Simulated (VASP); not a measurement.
Ge, 2 atoms in the cell. It takes space group Imma (No. 74, orthorhombic). Conventional cell: a = 4.033 Å, b = 4.114 Å, c = 5.992 Å, α = 90.00°, β = 90.00°, γ = 90.00°. Ge (site symmetry mm2) has 4 Ge at 2.51 to 2.54 Å within 3.3 Å.  This cell differs from its parent crystal: engineering shear strain xy -0.0200, normal strain along z +0.0400.

| Property | Result |
| --- | --- |
| Program | VASP 6.6.1 |
| Task | single point |
| Functional | PBE |
| Potentials or basis | VASP PAW PBE potentials, release 64 (Ge_d) |
| Cutoff | 520 eV |
| k mesh | 14 × 14 × 14 |
| Occupations | gaussian, width 0.15 eV |
| Spin | no spin polarisation |
| Dipole correction | no |
| Further INCAR settings | ALGO = Normal; EDIFF = 1e-06; NBANDS = 21 |

Potentials or basis: VASP PAW PBE potentials, release 64 (Ge_d).

Launch:

```bash
$ cat potpaw_PBE.64/Ge_d/POTCAR > POTCAR
$ mpirun -np 1 vasp_std > vasp.out
```

Hardware: 1 thread of Intel(R) Xeon(R) 6975P-C (Granite Rapids), on a shared host.

**Question.** How long does it take, and how much memory?

**Answer.** Run time: 2.4 min on 1 thread of Intel(R) Xeon(R) 6975P-C (Granite Rapids), on a shared host, peak memory 0.44 GiB. Counts: scf iterations 12, k points 428.
